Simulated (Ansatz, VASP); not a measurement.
**Two plane-wave programs on Ag**

```xyz
1
Lattice="-1.6557 1.6557 1.6557 1.6557 -1.6557 1.6557 1.6557 1.6557 -1.6557" Properties=species:S:1:pos:R:3 pbc="T T T"
Ag    0.0000    0.0000    0.0000
```

Alike in both runs: functional LDA; k mesh 6 × 6 × 6; occupations fermi-dirac, width 0.05 eV; no spin polarisation.

```csv
,VASP,Ansatz
version,VASP 6.6.1,Ansatz 0.2.0
potentials or method,"VASP PAW LDA potentials, release 64 (Ag)",Ansatz PAW
plane-wave cutoff (eV),520,420
valence electrons in the cell,11,19
task,single point,band structure
```

```csv
,VASP,Ansatz,Ansatz less VASP
gap on the k mesh at the Fermi level (eV),none,none,-
pressure (GPa),-11.1,-11.4,-0.26
```

LDA's correlation is that of Perdew and Zunger in VASP and of Perdew and Wang (1992) in Ansatz. A gap of «none» marks a metal or a gap that the smearing closes. VASP's potentials hold 11 valence electrons a cell and Ansatz's 19, so a difference there can come from the potentials and not from the codes.

The k mesh is coarse, so the values compare programs but aren't converged.
